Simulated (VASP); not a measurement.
A run of VASP 6.6.1:

INCAR

```
PREC = Accurate
ENCUT = 520
EDIFF = 1E-6
ISMEAR = 0
SIGMA = 0.1
LREAL = False
LASPH = True
NELM = 60
ALGO = Normal
ISIF = 2
LWAVE = False
LCHARG = False
GGA = CA
NBANDS = 16
```

Contents of KPOINTS:

```
Automatic mesh
0
Gamma
  9 9 6
```

POSCAR

```
TiB2
1.0
    2.9947159684      0.0000000029      0.0000000000
   -1.4973579867      2.5935001043      0.0000000000
    0.0000000000      0.0000000000      3.1567000252
Ti B
1 2
Direct
    0.0000000000      0.0000000000      0.0000000000
    0.3333333333      0.6666666667      0.5000000000
    0.6666666667      0.3333333333      0.5000000000
```

Potentials or basis: VASP PAW LDA potentials, release 64 (Ti_sv, B).

The run is started by

```sh
$ cat potpaw_LDA.64/Ti_sv/POTCAR potpaw_LDA.64/B/POTCAR > POTCAR
$ mpirun -np 1 vasp_std > vasp.out
```

Hardware: 1 thread of Intel(R) Xeon(R) Platinum 8488C (Sapphire Rapids), with other jobs on the host.

Problem. How long does it take, and how much memory?

Solution. It took 8.8 s on 1 thread of Intel(R) Xeon(R) Platinum 8488C (Sapphire Rapids), on a shared host, peak memory 0.13 GiB. Counts: scf iterations 13, k points 48.
